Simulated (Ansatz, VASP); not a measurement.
**Au in VASP and in Ansatz**

```
CELL_PARAMETERS angstrom
0.00000 2.05518 2.05518
2.05518 0.00000 2.05518
2.05518 2.05518 0.00000
ATOMIC_POSITIONS crystal
Au 0.00000 0.00000 0.00000
```

Alike in both runs: task single point; functional PBEsol; k mesh 20 × 20 × 20; occupations fermi-dirac, width 0.15 eV; no spin polarisation.

|  | VASP | Ansatz |
| --- | --- | --- |
| version | VASP 6.6.1 | Ansatz 0.2.0 |
| potentials or method | VASP PAW PBE potentials, release 64 (Au), cutoff 520 eV | scalar-relativistic, plane waves, PAW |
| valence electrons in the cell | 11 | 19 |

VASP gave:

| Quantity | Value |
| --- | --- |
| gap on the k mesh at the Fermi level (eV) | none |
| pressure (GPa) | -3.5 |

Task: What did Ansatz give for the same quantities?

Result: gap on the k mesh at the Fermi level (eV): none; pressure (GPa): -3.3.

VASP's potentials were made for PBE, not for PBEsol. A gap of «none» marks a metal or a gap that the smearing closes. VASP's potentials hold 11 valence electrons a cell and Ansatz's 19, so a difference there can come from the potentials and not from the codes.

Neither program's run includes spin-orbit coupling.
